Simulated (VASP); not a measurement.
Write the native input for VASP 6.6.1 that does the following.

```yaml
Task: single point
Functional: PBE
Potentials_or_basis: VASP PAW PBE potentials, release 64 (W_sv, N)
Cutoff: 520 eV
k_mesh: 3 × 3 × 3
Occupations: gaussian, width 0.15 eV
Spin: no spin polarisation
Dipole_correction: no
Further_INCAR_settings: LREAL = Auto; ALGO = Normal; EDIFF = 1e-06; NBANDS = 128
```

The structure of W16N (a cell with a defect) lies in POSCAR:

```
W16N
1.0
    6.3200000000      0.0000000000      0.0000000000
    0.0000000000      6.3200000000      0.0000000000
    0.0000000000      0.0000000000      6.3200000000
W N
16 1
Direct
    0.0014306962     -0.0018373418      0.0048275316
    0.4954242089     -0.0426044304      0.0035974684
    0.0014142405      0.5008609177      0.0048303797
    0.0011085443      0.0024941456      0.5050870253
    0.2499920886      0.2495126582      0.2546261076
    0.4953789557      0.5416107595      0.0035583861
    0.4992632911     -0.0016493671      0.5052460443
    0.7557409810      0.2495117089      0.2594479430
    0.0011123418      0.4965161392      0.5050886076
    0.2395049051      0.7495093354      0.2626993671
    0.2473990506      0.2495174051      0.7527936709
    0.4992696203      0.5006718354      0.5052357595
    0.7539724684      0.7494979430      0.2609886076
    0.7531034810      0.2495129747      0.7534792722
    0.2388223101      0.7495231013      0.7460893987
    0.7546026899      0.7495069620      0.7478272152
    0.5362250000      0.2495484177      0.0113409810
```

The input as run:

INCAR

```
SYSTEM = W16N
  ALGO = Normal
  EDIFF = 1E-6
  ENCUT = 520
  GGA = PE
  ISIF = 2
  ISMEAR = 0
  LASPH = .TRUE.
  LCHARG = .FALSE.
  LREAL = Auto
  LWAVE = .FALSE.
  NBANDS = 128
  NELM = 60
  PREC = Accurate
  SIGMA = 0.15
```

KPOINTS

```
k-points
0
G
  3 3 3
  0 0 0
```

Potentials or basis: VASP PAW PBE potentials, release 64 (W_sv, N).

Run with:

```sh
$ cat potpaw_PBE.64/W_sv/POTCAR potpaw_PBE.64/N/POTCAR > POTCAR
$ mpirun -np 1 vasp_std > vasp.out
```

It gave:

```json
{
 "Pressure": "18.8 GPa",
 "Largest force": "1.221 eV/Å",
 "Band gap on the k mesh": "zero (an odd number of electrons rules out a gap without spin polarisation)"
}
```

Caveat: spin-orbit coupling is left out, which moves the levels of the heavy elements.

Run time: 18 min on 1 thread of Intel Xeon 8259CL (shared host), peak memory 0.49 GiB.
